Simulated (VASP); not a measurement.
# Ta (P6/mmm) in VASP: further runs

Ta is run at these levels: PBEsol; tasks: single point.

Program: VASP 6.6.1. These are calculated values, not measurements. Logs are shortened: lines on timing, memory, paths and dates and some standing lists are left out, and cuts for length are marked.

## 1. The cell of the first run

The structure is hexagonal, space group P6/mmm (No. 191). The conventional cell has a = 4.741 Å, b = 4.741 Å, c = 2.662 Å, α = 90.00°, β = 90.00°, γ = 120.00°. Within 3.5 Å of Ta (site symmetry 6/mmm) lie 14 Ta at 2.66 to 3.04 Å. Ta (site symmetry -6m2) has 11 Ta at 2.66 to 3.04 Å within 3.5 Å.

## 2. Single point, PBEsol (volume scaled by 0.96)

The input, INCAR:

```
  PREC = Accurate
  ENCUT = 520
  EDIFF = 1E-6
  ISMEAR = -1
  SIGMA = 0.1
  LREAL = False
  LASPH = True
  NELM = 100
  ALGO = Normal
  ISIF = 2
  LWAVE = False
  LCHARG = False
  GGA = PS
  NBANDS = 24
```

The input, KPOINTS:

```
regular mesh
0
Gamma
  9 9 13
```

The input, POSCAR:

```
Ta
1.0
    4.7413744459      0.0000000000      0.0000000000
   -2.3706872229      4.1061507190      0.0000000000
    0.0000000000      0.0000000000      2.6624121842
Ta
3
Direct
    0.0000000000      1.0000000000      0.0000000000
    0.3333333333      0.6666666667      0.5000000000
    0.6666666667      0.3333333333      0.5000000000
```

Potentials or basis: VASP PAW PBE potentials, release 64 (Ta_pv).

Launch:

```
$ cat potpaw_PBE.64/Ta_pv/POTCAR > POTCAR
$ mpirun -np 1 vasp_std > vasp.out
```

OUTCAR:

```text
PREC = Accurate
   ENCUT = 520
   EDIFF = 1E-6
   ISMEAR = -1
   LREAL = False
   LASPH = True
   NELM = 100
   ISIF = 2
   GGA = PS

 ion  position               nearest neighbor table
   1  0.000  0.000  0.000-   2 3.04   3 3.04   2 3.04   3 3.04   2 3.04   2 3.04   3 3.04   3 3.04
                             3 3.04   3 3.04   2 3.04   2 3.04
   2  0.333  0.667  0.500-   3 2.74   3 2.74   3 2.74   1 3.04   1 3.04   1 3.04   1 3.04   1 3.04
                             1 3.04
   3  0.667  0.333  0.500-   2 2.74   2 2.74   2 2.74   1 3.04   1 3.04   1 3.04   1 3.04   1 3.04
                             1 3.04

  LATTYP: Found a hexagonal cell.
 ALAT       =     4.7413744459
 C/A-ratio  =     0.5615275095

  Lattice vectors:

 A1 = (   4.7413744459,   0.0000000000,   0.0000000000)
 A2 = (  -2.3706872229,   4.1061507190,   0.0000000000)
 A3 = (   0.0000000000,   0.0000000000,   2.6624121842)

Analysis of symmetry for initial positions (statically):
=====================================================================
 Subroutine PRICEL returns:
 Original cell was already a primitive cell.

 Routine SETGRP: Setting up the symmetry group for a
 hexagonal supercell.

 Subroutine GETGRP returns: Found 24 space group operations
 (whereof 24 operations were pure point group operations)
 out of a pool of 24 trial point group operations.

The static configuration has the point symmetry D_6h.

Analysis of symmetry for dynamics (positions and initial velocities):
=====================================================================
 Subroutine PRICEL returns:
 Original cell was already a primitive cell.

 Routine SETGRP: Setting up the symmetry group for a
 hexagonal supercell.

 Subroutine GETGRP returns: Found 24 space group operations
 (whereof 24 operations were pure point group operations)
 out of a pool of 24 trial point group operations.

The dynamic configuration has the point symmetry D_6h.

 Subroutine INISYM returns: Found 24 space group operations
 (whereof 24 operations are pure point group operations),
 and found     1 'primitive' translations

----------------------------------------------------------------------------------------

                                     Primitive cell

  volume of cell :      51.8340

  direct lattice vectors                    reciprocal lattice vectors
     4.741374446  0.000000000  0.000000000     0.210909307  0.121768545  0.000000000
    -2.370687223  4.106150719  0.000000000     0.000000000  0.243537091  0.000000000
     0.000000000  0.000000000  2.662412184     0.000000000  0.000000000  0.375599243

  length of vectors
     4.741374446  4.741374446  2.662412184     0.243537091  0.243537091  0.375599243

  position of ions in fractional coordinates (direct lattice)
     0.000000000  0.000000000  0.000000000
     0.333333333  0.666666667  0.500000000
     0.666666667  0.333333333  0.500000000

  ion indices of the primitive-cell ions
   primitive index   ion index
                 1           1
                 2           2
                 3           3

----------------------------------------------------------------------------------------

 KPOINTS: regular mesh

Automatic generation of k-mesh.
 Grid dimensions read from file:
 generate k-points for:    9    9   13

 Generating k-lattice:

  Cartesian coordinates                     Fractional coordinates (reciprocal lattice)
     0.023434367  0.013529838  0.000000000     0.111111111  0.000000000  0.000000000
     0.000000000  0.027059677  0.000000000     0.000000000  0.111111111  0.000000000
     0.000000000  0.000000000  0.028892249     0.000000000  0.000000000  0.076923077

  Length of vectors
     0.027059677  0.027059677  0.028892249

  Shift w.r.t. Gamma in fractional coordinates (k-lattice)
     0.000000000  0.000000000  0.000000000

 Subroutine IBZKPT returns following result:
 ===========================================

 Found     84 irreducible k-points:

 Following reciprocal coordinates:
            Coordinates               Weight
  0.000000  0.000000  0.000000      1.000000
  0.111111  0.000000  0.000000      6.000000
  0.222222  0.000000  0.000000      6.000000
  0.333333  0.000000  0.000000      6.000000
  0.444444  0.000000  0.000000      6.000000
  0.111111  0.111111  0.000000      6.000000
[... 16 lines left out ...]
  0.333333  0.222222  0.076923     24.000000
  0.333333  0.333333  0.076923      4.000000
 [... further k-points ...]
   k-points           NKPTS =     84   k-points in BZ     NKDIM =     84   number of bands    NBANDS=     24
   number of dos      NEDOS =    301   number of ions     NIONS =      3
   total plane-waves  NPLWV =  25920
   dimension x,y,z NGX =    36 NGY =   36 NGZ =   20
   dimension x,y,z NGXF=    72 NGYF=   72 NGZF=   40
   ions per type =               3
   NGX,Y,Z   is equivalent  to a cutoff of  12.62, 12.62, 12.49 a.u.
   NGXF,Y,Z  is equivalent  to a cutoff of  25.25, 25.25, 24.98 a.u.
 SYSTEM =  unknown system
   PREC   = accura    normal or accurate (medium, high low for compatibility)
   ISTART =      0    job   : 0-new  1-cont  2-samecut
   ICHARG =      2    charge: 1-file 2-atom 10-const
   ISPIN  =      1    spin polarized calculation?
   LNONCOLLINEAR =      F non collinear calculations
   LSORBIT =      F    spin-orbit coupling
   LASPH  =      T    aspherical Exc in radial PAW
   ENCUT  =  520.0 eV  38.22 Ry    6.18 a.u.   8.82  8.82  4.95*2*pi/ulx,y,z
   NELM   =    100;   NELMIN=  2; NELMDL= -5     # of ELM steps
   EDIFF  = 0.1E-05   stopping-criterion for ELM
   LREAL  =      F    real-space projection
[... 7 lines left out ...]
   TEBEG  =    0.0;   TEEND  =   0.0 temperature during run
   PSTRESS=    0.0 pullay stress
   NELECT =      33.0000    total number of electrons
   NUPDOWN=      -1.0000    fix difference up-down
   EMIN   =  10.00;   EMAX   =-10.00  energy-range for DOS
   EFERMI =   0.00;   METHOD = LEGACY
   ISMEAR =    -1;   SIGMA  =   0.10  broadening in eV -4-tet -1-fermi 0-gaus
   EFERMI_NEDOS =   21; number of points for ismear=-14 and -15
   IALGO  =     38    algorithm
   IMIX   =      4    mixing-type and parameters
     AMIX     =   0.40;   BMIX     =  1.00
     AMIX_MAG =   1.60;   BMIX_MAG =  1.00
  volume/ion in A,a.u.               =      17.28       116.60
  Fermi-wavevector in a.u.,A,eV,Ry     =   1.408342  2.661380 26.986149  1.983426
  Thomas-Fermi vector in A             =   2.530509
   LORBIT       =      0    0 simple, 1 ext, 2 COOP (PROOUT), +10 PAW based schemes
   GGA     = PS    functional components
   LHFCALC =     F    Hartree Fock is set to
   AEXX    =    0.0000 exact exchange contribution
   IVDW    =     0    specifies the selected vdW correction
   LEPSILON=     F    determine dielectric tensor
   LRPA    =     F    only Hartree local field effects (RPA)
 non-spin polarized calculation
  energy-cutoff  :      520.00
  volume of cell :       51.83
 maximum number of plane-waves:      1426
 NGX is ok and might be reduce to    36
   NGX = 17   NGY = 17   NGZ =  9

 number of electron      32.9999993 magnetization

 Free energy of the ion-electron system (eV)
  ---------------------------------------------------
  ext. energy  EPLUGINS =         0.00000000
  ---------------------------------------------------
  free energy    TOTEN  =       -36.94054146 eV

  energy without entropy =      -36.84501848  energy(sigma->0) =      -36.89277997

 E-fermi :   5.9551     XC(G=0): -12.9295

 val. band max:        5.9543226695   @ k =   0.3333   0.0000   0.1538
 cond. band min:       5.9727756944   @ k =   0.4444   0.0000   0.3077
 fundamental gap:      0.0184530249
 Fermi energy:         5.9550578976

 k-point     1 :       0.0000    0.0000    0.0000
  band No.  band energies     occupation
      1     -28.3110      2.00000
      2     -28.3110      2.00000
      3     -28.0418      2.00000
      4     -28.0418      2.00000
      5     -27.2876      2.00000
      6     -27.2876      2.00000
[... 16 lines left out ...]
     23       9.5081      0.00000
     24      13.0746      0.00000

 k-point     2 :       0.1111    0.0000    0.0000
  band No.  band energies     occupation
      1     -28.3659      2.00000
      2     -28.3396      2.00000
      3     -27.9757      2.00000
      4     -27.9633      2.00000
      5     -27.3411      2.00000
      6     -27.2972      2.00000
[... 16 lines left out ...]
     23      10.0930      0.00000
     24      12.7163      0.00000

 k-point     3 :       0.2222    0.0000    0.0000
  band No.  band energies     occupation
      1     -28.4568      2.00000
      2     -28.3502      2.00000
      3     -27.8519      2.00000
      4     -27.8148      2.00000
      5     -27.4870      2.00000
      6     -27.3258      2.00000
[... 16 lines left out ...]
     23      10.8214      0.00000
     24      11.8799      0.00000

 k-point     4 :       0.3333    0.0000    0.0000
  band No.  band energies     occupation
      1     -28.5299      2.00000
      2     -28.2907      2.00000
      3     -27.7285      2.00000
      4     -27.7285      2.00000
      5     -27.6410      2.00000
      6     -27.3713      2.00000
[... 16 lines left out ...]
     23      11.2263      0.00000
     24      11.5079      0.00000

 k-point     5 :       0.4444    0.0000    0.0000
  band No.  band energies     occupation
      1     -28.5692      2.00000
      2     -28.1674      2.00000
      3     -27.9146      2.00000
      4     -27.6372      2.00000
      5     -27.5830      2.00000
      6     -27.4200      2.00000
[... 451 lines left out ...]
 k-point    22 :       0.2222    0.2222    0.0769
  band No.  band energies     occupation
      1     -28.4534      2.00000
      2     -28.3262      2.00000
      3     -27.8260      2.00000
      4     -27.6353      2.00000
      5     -27.6335      2.00000
      6     -27.3668      2.00000
[... 16 lines left out ...]
     23      11.4078      0.00000
     24      11.5072      0.00000

 k-point    23 :       0.3333    0.2222    0.0769
  band No.  band energies     occupation
      1     -28.4535      2.00000
      2     -28.2331      2.00000
      3     -28.0169      2.00000
      4     -27.5817      2.00000
      5     -27.5719      2.00000
      6     -27.3853      2.00000
[... 16 lines left out ...]
     23      10.9031      0.00000
     24      11.6919      0.00000

 k-point    24 :       0.3333    0.3333    0.0769
  band No.  band energies     occupation
      1     -28.4091      2.00000
      2     -28.1678      2.00000
      3     -28.1678      2.00000
      4     -27.5582      2.00000
      5     -27.5582      2.00000
      6     -27.3813      2.00000
[... 16 lines left out ...]
     23      10.4258      0.00000
     24      11.2234      0.00000

 [... further k-points ...]
[... 5 lines left out ...]
  --------------------------------------------------------------------------------------
  -------------------------------------------------------------------------------------
  Total        2.8438102      2.8438102      3.0704743      0.0000000      0.0000000     -0.0000000
  in kB       87.9015959     87.9015959     94.9077363      0.0000000      0.0000000     -0.0000000
  external PRESSURE =      90.2369760 kB  Pullay stress =       0.0000000 kB

 VOLUME and BASIS-vectors are now :
 -----------------------------------------------------------------------------
  energy-cutoff  :      520.00
  volume of cell :       51.83
      direct lattice vectors                 reciprocal lattice vectors
     4.741374446  0.000000000  0.000000000     0.210909307  0.121768545  0.000000000
    -2.370687223  4.106150719  0.000000000     0.000000000  0.243537091  0.000000000
     0.000000000  0.000000000  2.662412184     0.000000000  0.000000000  0.375599243

 POSITION                                       TOTAL-FORCE (eV/Angst)
 -----------------------------------------------------------------------------------
      0.00000      0.00000      0.00000        -0.000000      0.000000      0.000000
     -0.00000      2.73743      1.33121        -0.000000     -0.000000     -0.000000
      2.37069      1.36872      1.33121         0.000000      0.000000      0.000000
 -----------------------------------------------------------------------------------
    total drift:                                0.000000      0.000000     -0.000000

  FREE ENERGIE OF THE ION-ELECTRON SYSTEM (eV)
  ---------------------------------------------------
  free  energy   TOTEN  =       -36.9405414643 eV

  energy  without entropy=      -36.8450184837  energy(sigma->0) =      -36.89277997
```

It took 28 s on 1 thread of Intel Xeon 6975P-C (Granite Rapids), shared host; peak memory 0.22 GiB.

What came out:

```yaml
Free_energy: -36.9405 eV
Pressure: 9.0 GPa
```

Stress tensor (GPa, compression positive):
```
8.79 0.00 0.00
0.00 8.79 0.00
0.00 0.00 9.49
```

Levels at points of the mesh, in eV from the Fermi level:
```tsv
k point	band 13	band 14	band 15	band 16	band 17	band 18	band 19	band 20	band 21	band 22
(0.00, 0.00, 0.00)	-1.45	-1.45	-1.45	-1.45	-0.76	1.02	1.02	3.48	3.48	3.55
```

Caveat: the cell differs from its parent crystal (volume scaled by 0.96); the PAW data sets were made with another functional, which shifts forces and pressure a little; spin-orbit coupling is left out, which moves the levels of the heavy elements.

## 3. Single point, PBEsol

This run uses another cell than the first one, of 18.00 Å³/atom, 1.042 times its volume.

The input, INCAR:

```
ALGO     = Normal         # electronic algorithm
EDIFF    = 1E-6           # SCF threshold, eV
ENCUT    = 520            # plane-wave cutoff, eV
GGA      = PS             # functional
ISIF     = 2              # what is computed and relaxed
ISMEAR   = -1             # smearing method
LASPH    = T              # aspherical terms in the spheres
LCHARG   = T              # write CHGCAR
LELF     = T              # ELF
LREAL    = F              # projectors in reciprocal space
LVHAR    = T            
LWAVE    = F              # write WAVECAR
NBANDS   = 24             # bands
NELM     = 100            # most SCF steps
PREC     = Accurate       # precision mode
SIGMA    = 0.1            # smearing width, eV
```

The input, KPOINTS:

```
k-points
0
Gamma
  9 9 13
```

The input, POSCAR:

```
Ta
1.0
    4.8063328528      0.0000000000      0.0000000000
   -2.4031664264      4.1624063496      0.0000000000
    0.0000000000      0.0000000000      2.6988881166
Ta
3
Direct
    0.0000000000      1.0000000000      0.0000000000
    0.3333333333      0.6666666667      0.5000000000
    0.6666666667      0.3333333333      0.5000000000
```

Potentials or basis: VASP PAW PBE potentials, release 64 (Ta_pv).

Launch:

```
$ cat potpaw_PBE.64/Ta_pv/POTCAR > POTCAR
$ mpirun -np 1 vasp_std > vasp.out
```

Wall time 29 s (1 thread of Intel Xeon 6975P-C (Granite Rapids), shared host); peak memory 0.22 GiB.

Results (log left out):

```
Free energy : -37.0018 eV
Pressure    : 0.3 GPa
```

Stress tensor (GPa, compression positive):
```
0.31 0.00 0.00
0.00 0.31 0.00
0.00 0.00 0.13
```

Levels at points of the mesh, in eV from the Fermi level:
```tsv
k point	band 14	band 15	band 16	band 17	band 18	band 19	band 20	band 21
(0.00, 0.00, 0.00)	-1.44	-1.43	-1.43	-0.71	1.01	1.01	3.36	3.36
```

Caveat: the PAW data sets were made with another functional, which shifts forces and pressure a little; spin-orbit coupling is left out, which moves the levels of the heavy elements.

## 4. Single point, PBEsol (volume scaled by 1.04)

The input, INCAR:

```
SYSTEM = Ta
PREC = Accurate
ENCUT = 520
EDIFF = 1E-6
ISMEAR = -1
SIGMA = 0.1
LREAL = .FALSE.
LASPH = .TRUE.
NELM = 60
ALGO = Normal
ISIF = 2
LWAVE = .FALSE.
LCHARG = .FALSE.
GGA = PS
NBANDS = 24
```

The input, KPOINTS:

```
regular mesh
0
G
  9 9 13
  0 0 0
```

The input, POSCAR:

```
Ta
1.0
    4.8695813277      0.0000000000      0.0000000000
   -2.4347906638      4.2171811356      0.0000000000
    0.0000000000      0.0000000000      2.7344038752
Ta
3
Direct
    0.0000000000      1.0000000000      0.0000000000
    0.3333333333      0.6666666667      0.5000000000
    0.6666666667      0.3333333333      0.5000000000
```

Launch:

```
$ cat potpaw_PBE.64/Ta_pv/POTCAR > POTCAR
$ mpirun -np 1 vasp_std > vasp.out
```

It took 32 s on 1 thread of Intel Xeon 6975P-C (Granite Rapids), shared host; peak memory 0.22 GiB.

The run converged. Its results:

```
Free energy : -36.9553 eV
Pressure    : -7.0 GPa
```

Stress tensor (GPa, compression positive):
```
-6.70  0.00  0.00
 0.00 -6.70  0.00
 0.00  0.00 -7.62
```

Levels at points of the mesh, in eV from the Fermi level:
```tsv
k point	band 13	band 14	band 15	band 16	band 17	band 18	band 19	band 20	band 21	band 22
(0.00, 0.00, 0.00)	-1.42	-1.42	-1.41	-1.41	-0.67	0.99	0.99	3.24	3.24	3.29
```

Caveat: the cell differs from its parent crystal (volume scaled by 1.04); the PAW data sets were made with another functional, which shifts forces and pressure a little; spin-orbit coupling is left out, which moves the levels of the heavy elements.

## 5. The runs side by side

```tsv
cell	gap on the mesh (eV)	pressure (GPa)
a = 4.741, b = 4.741, c = 2.662 Å, angles 90.0, 90.0, 120.0°, 3 atoms	none	9.0
a = 4.806, b = 4.806, c = 2.699 Å, angles 90.0, 90.0, 120.0°, 3 atoms	none	0.3
a = 4.870, b = 4.870, c = 2.734 Å, angles 90.0, 90.0, 120.0°, 3 atoms	none	-7.0
```

Alike in all rows: task single point; level PBEsol; potentials or basis VASP PAW PBE potentials, release 64 (Ta_pv); no spin polarisation; k mesh 9 × 9 × 13; cutoff (eV) 520; smearing fermi-dirac 0.1 eV.

Caveats: the PAW data sets were made with another functional, which shifts forces and pressure a little; spin-orbit coupling is left out, which moves the levels of the heavy elements.

Total energies depend on the potentials used, so only differences within one code and one set of settings carry meaning.
